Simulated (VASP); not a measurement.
# MgO (Periclase) (Fm-3m) in VASP: a series of runs, part 3 of 3

VASP 6.6.1.

**4. Single point, r2SCAN**

This run uses another cell than the first one, of 9.29 Å³/atom, 1.136 times its volume.

The input, POSCAR:

```
MgO
1.0
    0.0000000000      2.1022130587      2.1022130587
    2.1022130587      0.0000000000      2.1022130587
    2.1022130587      2.1022130587      0.0000000000
Mg O
1 1
Direct
    0.0000000000      0.0000000000      0.0000000000
    0.5000000000      0.5000000000      0.5000000000
```

The input, INCAR.step1:

```
SYSTEM = MgO
ALGO = Normal ; EDIFF = 1E-4
ENCUT = 520 ; GGA = PE
ISMEAR = 0 ; LASPH = .TRUE.
LCHARG = .FALSE. ; LREAL = .FALSE.
LWAVE = .TRUE. ; NBANDS = 11
NELM = 80 ; PREC = Accurate
SIGMA = 0.05
```

The input, INCAR.step2:

```
SYSTEM = MgO
ALGO = Normal ; EDIFF = 1E-6
ENCUT = 520 ; ISIF = 2
ISMEAR = 0 ; ISTART = 1
LASPH = .TRUE. ; LCHARG = .TRUE.
LELF = .TRUE. ; LMIXTAU = .TRUE.
LREAL = .FALSE. ; LVHAR = .TRUE.
LWAVE = .FALSE. ; METAGGA = R2SCAN
NBANDS = 11 ; NELM = 80
PREC = Accurate ; SIGMA = 0.05
```

The input, KPOINTS:

```
k-points
0
G
  8 8 8
  0 0 0
```

Potentials or basis: VASP PAW PBE potentials, release 64 (Mg, O).

On the command line:

```sh
$ cat potpaw_PBE.64/Mg/POTCAR potpaw_PBE.64/O/POTCAR > POTCAR
$ cp INCAR.step1 INCAR
$ mpirun -np 1 vasp_std > vasp.out
$ cp INCAR.step2 INCAR
$ mpirun -np 1 vasp_std > vasp.out
```

OUTCAR:

```text
SYSTEM = MgO
   EDIFF = 1E-6
   ENCUT = 520
   ISIF = 2
   ISMEAR = 0
   ISTART = 1
   LASPH = .TRUE.
   LREAL = .FALSE.
   METAGGA = R2SCAN
   NELM = 80
   PREC = Accurate

 ion  position               nearest neighbor table
   1  0.000  0.000  0.000-   2 2.10   2 2.10   2 2.10   2 2.10   2 2.10   2 2.10
   2  0.500  0.500  0.500-   1 2.10   1 2.10   1 2.10   1 2.10   1 2.10   1 2.10

  LATTYP: Found a face centered cubic cell.
 ALAT       =     4.2044261174

  Lattice vectors:

 A1 = (   0.0000000000,   2.1022130587,   2.1022130587)
 A2 = (   2.1022130587,   0.0000000000,   2.1022130587)
 A3 = (   2.1022130587,   2.1022130587,   0.0000000000)

Analysis of symmetry for initial positions (statically):
=====================================================================
 Subroutine PRICEL returns:
 Original cell was already a primitive cell.

 Routine SETGRP: Setting up the symmetry group for a
 face centered cubic supercell.

 Subroutine GETGRP returns: Found 48 space group operations
 (whereof 48 operations were pure point group operations)
 out of a pool of 48 trial point group operations.

The static configuration has the point symmetry O_h .

Analysis of symmetry for dynamics (positions and initial velocities):
=====================================================================
 Subroutine PRICEL returns:
 Original cell was already a primitive cell.

 Routine SETGRP: Setting up the symmetry group for a
 face centered cubic supercell.

 Subroutine GETGRP returns: Found 48 space group operations
 (whereof 48 operations were pure point group operations)
 out of a pool of 48 trial point group operations.

The dynamic configuration has the point symmetry O_h .

 Subroutine INISYM returns: Found 48 space group operations
 (whereof 48 operations are pure point group operations),
 and found     1 'primitive' translations

----------------------------------------------------------------------------------------

[... 114 lines left out ...]
  Fermi-wavevector in a.u.,A,eV,Ry     =   1.236189  2.336058 20.791913  1.528162
  Thomas-Fermi vector in A             =   2.370807
   LORBIT       =      0    0 simple, 1 ext, 2 COOP (PROOUT), +10 PAW based schemes
   METAGGA = R2SCAN    functional components
   LHFCALC =     F    Hartree Fock is set to
   AEXX    =    0.0000 exact exchange contribution
   IVDW    =     0    specifies the selected vdW correction
   LEPSILON=     F    determine dielectric tensor
   LRPA    =     F    only Hartree local field effects (RPA)
 non-spin polarized calculation
 Gauss-broadening in eV      SIGMA  =   0.05
  energy-cutoff  :      520.00
  volume of cell :       18.58
 maximum number of plane-waves:       531
 NGX is ok and might be reduce to    24
   NGX = 11   NGY = 11   NGZ = 11

 number of electron       8.0000004 magnetization

 Free energy of the ion-electron system (eV)
  ---------------------------------------------------
  ext. energy  EPLUGINS =         0.00000000
  ---------------------------------------------------
  free energy    TOTEN  =       -16.16107431 eV

  energy without entropy =      -16.16107431  energy(sigma->0) =      -16.16107431

 E-fermi :   3.0382     XC(G=0): -11.6230

 val. band max:        2.8159371843   @ k =   0.0000   0.0000   0.0000
 cond. band min:       8.4752208257   @ k =   0.0000   0.0000   0.0000
 fundamental gap:      5.6592836414
 Fermi energy:         3.0381552391

 k-point     1 :       0.0000    0.0000    0.0000
  band No.  band energies     occupation
      1     -15.4126      2.00000
      2       2.8159      2.00000
      3       2.8159      2.00000
      4       2.8159      2.00000
      5       8.4752      0.00000
      6      19.6814      0.00000
      7      19.6814      0.00000
      8      19.6814      0.00000
      9      23.8425      0.00000
     10      25.6159      0.00000
     11      25.6159      0.00000
[... 309 lines left out ...]
 k-point    24 :      -0.3750    0.2500    0.1250
  band No.  band energies     occupation
      1     -14.0034      2.00000
      2      -1.2024      2.00000
      3       0.8621      2.00000
      4       1.8028      2.00000
      5      13.4807      0.00000
      6      16.2028      0.00000
      7      17.5204      0.00000
      8      20.9878      0.00000
      9      24.6528      0.00000
     10      26.3877      0.00000
     11      30.6218      0.00000

 [... further k-points ...]
[... 5 lines left out ...]
  --------------------------------------------------------------------------------------
  -------------------------------------------------------------------------------------
  Total       -0.1330366     -0.1330366     -0.1330366      0.0000000      0.0000000      0.0000000
  in kB      -11.4715319    -11.4715319    -11.4715319      0.0000000      0.0000000      0.0000000
  external PRESSURE =     -11.4715319 kB  Pullay stress =       0.0000000 kB

 VOLUME and BASIS-vectors are now :
 -----------------------------------------------------------------------------
  energy-cutoff  :      520.00
  volume of cell :       18.58
      direct lattice vectors                 reciprocal lattice vectors
     0.000000000  2.102213059  2.102213059    -0.237844589  0.237844589  0.237844589
     2.102213059  0.000000000  2.102213059     0.237844589 -0.237844589  0.237844589
     2.102213059  2.102213059  0.000000000     0.237844589  0.237844589 -0.237844589

 POSITION                                       TOTAL-FORCE (eV/Angst)
 -----------------------------------------------------------------------------------
      0.00000      0.00000      0.00000         0.000000      0.000000      0.000000
      2.10221      2.10221      2.10221        -0.000000     -0.000000      0.000000
 -----------------------------------------------------------------------------------
    total drift:                               -0.000000     -0.000000      0.000000

  FREE ENERGIE OF THE ION-ELECTRON SYSTEM (eV)
  ---------------------------------------------------
  free  energy   TOTEN  =       -16.1610743105 eV

  energy  without entropy=      -16.1610743105  energy(sigma->0) =      -16.16107431
```

OUTCAR.step1:

```text
SYSTEM = MgO
   EDIFF = 1E-4
   ENCUT = 520
   GGA = PE
   ISMEAR = 0
   LASPH = .TRUE.
   LREAL = .FALSE.
[... 557 lines left out ...]
      0.00000      0.00000      0.00000        -0.000000     -0.000000      0.000000
      2.10221      2.10221      2.10221         0.000000      0.000000     -0.000000
 -----------------------------------------------------------------------------------
    total drift:                               -0.000000     -0.000000      0.000000

  FREE ENERGIE OF THE ION-ELECTRON SYSTEM (eV)
  ---------------------------------------------------
  free  energy   TOTEN  =       -11.9025895244 eV

  energy  without entropy=      -11.9025895244  energy(sigma->0) =      -11.90258952
```

OSZICAR.step1:

```text
N       E                     dE             d eps       ncg     rms          rms(c)
DAV:   1     0.135328854154E+02    0.13533E+02   -0.46256E+03   734   0.648E+02
DAV:   2    -0.128738980606E+02   -0.26407E+02   -0.26003E+02   749   0.135E+02
DAV:   3    -0.134625961847E+02   -0.58870E+00   -0.58820E+00   758   0.175E+01
DAV:   4    -0.134640139818E+02   -0.14178E-02   -0.14178E-02   698   0.982E-01
DAV:   5    -0.134640184446E+02   -0.44628E-05   -0.44627E-05   711   0.535E-02    0.722E+00
DAV:   6    -0.119195795919E+02    0.15444E+01   -0.87434E+00   665   0.163E+01    0.221E+00
DAV:   7    -0.119080974920E+02    0.11482E-01   -0.51877E-02   695   0.207E+00    0.134E+00
DAV:   8    -0.119029333835E+02    0.51641E-02   -0.26974E-02   671   0.185E+00    0.230E-01
DAV:   9    -0.119025894412E+02    0.34394E-03   -0.52540E-04   722   0.160E-01    0.129E-01
DAV:  10    -0.119025895244E+02   -0.83176E-07   -0.45399E-04   659   0.158E-01
   1 F= -.11902590E+02 E0= -.11902590E+02  d E =-.810420E-11
```

Run time: 12 s. Hardware: 1 thread of Intel Xeon 6975P-C (Granite Rapids), shared host; peak memory 0.14 GiB.

What came out:

```
Free energy            : -16.1611 eV
Pressure               : -1.1 GPa
Band gap on the k mesh : 5.66 eV, direct
```

Caveat: the PAW data sets were made with another functional, which shifts forces and pressure a little.

**5. Summary**

| cell | gap on the mesh (eV) | pressure (GPa) |
| --- | --- | --- |
| a = 2.849 Å, angles 60.0°, 2 atoms | 7.07 | 26.6 |
| a = 2.933 Å, angles 60.0°, 2 atoms | 6.09 | 6.2 |
| a = 2.973 Å, angles 60.0°, 2 atoms | 5.66 | -1.1 |

Alike in all rows: task single point; level r2SCAN; potentials or basis VASP PAW PBE potentials, release 64 (Mg, O); no spin polarisation; k mesh 8 × 8 × 8; cutoff (eV) 520; smearing gaussian 0.05 eV.

Caveats: the PAW data sets were made with another functional, which shifts forces and pressure a little.

Absolute energies hang on the potentials; compare differences alone.

**6. How close it comes**

Step 4. Measured gap of MgO: 7.83 eV (quoted in “Electronic structure of alkaline earth and post-transition metal oxides”, 2009, arxiv:0908.1581). This calculation gives 5.66 eV (-2.17 eV). The value is that of r2SCAN, without temperature or zero-point motion.
